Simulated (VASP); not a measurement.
Set up this calculation in VASP 6.6.1, as the native input.

```
Task                   : single point
Functional             : PBE
Potentials or basis    : VASP PAW PBE potentials, release 64 (Mg, Cd, S)
Cutoff                 : 600 eV
k mesh                 : 12 × 12 × 4
Occupations            : gaussian, width 0.01 eV
Spin                   : no spin polarisation
Dipole correction      : no
Further INCAR settings : ALGO = Normal; EDIFF = 1e-06; NBANDS = 31
```

The structure of MgCd2S3 lies in POSCAR:

```
MgCd2S3
1.0
    3.8265501312      0.0000000000      0.0000000000
   -1.9132750656      3.3138896225      0.0000000000
    0.0000000000      0.0000000000      9.3806967416
Mg Cd S
1 2 3
Direct
    0.0000000000      0.0000000000      0.5000000000
    0.6666666667      0.3333333333      0.8288262969
    0.3333333333      0.6666666667      0.1711737031
    0.3333333333      0.6666666667      0.6558848656
    0.6666666667      0.3333333333      0.3441151344
    0.0000000000      0.0000000000      0.0000000000
```

One way to write it, as run:

INCAR

```
PREC = Accurate ; ENCUT = 600
EDIFF = 1E-6 ; ISMEAR = 0
SIGMA = 0.01 ; LREAL = False
LASPH = True ; NELM = 120
ALGO = Normal ; ISIF = 2
LWAVE = False ; LCHARG = False
GGA = PE ; NBANDS = 31
GGA_COMPAT = False
```

KPOINTS

```
Automatic mesh
0
Gamma
  12 12 4
```

Potentials or basis: VASP PAW PBE potentials, release 64 (Mg, Cd, S).

Run with:

```console
$ cat potpaw_PBE.64/Mg/POTCAR potpaw_PBE.64/Cd/POTCAR potpaw_PBE.64/S/POTCAR > POTCAR
$ mpirun -np 1 vasp_std > vasp.out
```

Results of the run:

```json
{
 "Pressure": "0.2 GPa",
 "Largest force": "0.047 eV/Å",
 "Band gap on the k mesh": "0.91 eV (least direct gap 1.45 eV)"
}
```

Run time: 6 min on 1 thread of Oxide Virtual Turin-like Processor, with other jobs on the host, peak memory 0.43 GiB.
